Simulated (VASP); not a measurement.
Cd4Se3S, 8 atoms in the cell. It takes space group P-43m (No. 215, cubic). Conventional cell: a = 6.128 Å, b = 6.128 Å, c = 6.128 Å, α = 90.00°, β = 90.00°, γ = 90.00°. Within 3.4 Å of Cd (site symmetry 3m) lie 1 S at 2.59 Å and 3 Se at 2.68 Å. Within 3.5 Å of Se (site symmetry -42m) lie 4 Cd at 2.68 Å. S (site symmetry -43m) has 4 Cd at 2.59 Å within 3.4 Å. 

| Quantity | Value |
| --- | --- |
| Program | VASP 6.6.1 |
| Task | single point |
| Functional | PBE |
| Potentials or basis | VASP PAW PBE potentials, release 64 (Cd, Se, S) |
| Cutoff | 520 eV |
| k mesh | 6 × 6 × 6 |
| Occupations | gaussian, width 0.02 eV |
| Spin | no spin polarisation |
| Dipole correction | no |
| Further INCAR settings | ALGO = Normal; EDIFF = 1e-07; NBANDS = 46 |

Potentials or basis: VASP PAW PBE potentials, release 64 (Cd, Se, S).

Command:

```sh
$ cat potpaw_PBE.64/Cd/POTCAR potpaw_PBE.64/Se/POTCAR potpaw_PBE.64/S/POTCAR > POTCAR
$ mpirun -np 1 vasp_std > vasp.out
```

Hardware: 1 thread of Intel Xeon 8259CL (shared host).

Task: Estimate the wall time of this run.

Result: Run time: 5.5 min on 1 thread of Intel Xeon 8259CL (shared host), peak memory 0.44 GiB. Counts: scf iterations 17, k points 20.
